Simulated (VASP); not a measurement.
CsBr:

```xyz
2
Lattice="4.3200 0.0000 0.0000 0.0000 4.3200 0.0000 0.0000 0.0000 4.3200" Properties=species:S:1:pos:R:3 pbc="T T T"
Cs    0.0000    0.0000    0.0000
Br    2.1600    2.1600    2.1600
```

Base run:

```yaml
Program: VASP 6.6.1
Functional: PBE
Potentials_or_basis: VASP PAW PBE potentials, release 64 (Cs_sv, Br)
Cutoff: 500 eV
k_mesh: 4 × 4 × 4
Occupations: gaussian, width 0.01 eV
Spin: no spin polarisation
```

Its results: band gap on the k mesh 4.42 eV, indirect (least direct gap 4.43 eV); pressure 0.7 GPa.

Task: The run is repeated on the same cell with these changes: functional from PBE to r2SCAN; cutoff from 500 eV to 550 eV. What comes out?

Result: Band gap on the k mesh 5.18 eV, indirect (the least direct gap lies 5.0 meV higher); pressure 0.1 GPa.

r2SCAN gives the wider gap, since meta-GGAs in the generalised Kohn-Sham scheme recover part of the derivative discontinuity.

Caveats: spin-orbit coupling is left out, which moves the levels of the heavy elements; the PAW data sets were made with another functional, which shifts forces and pressure a little (some runs).

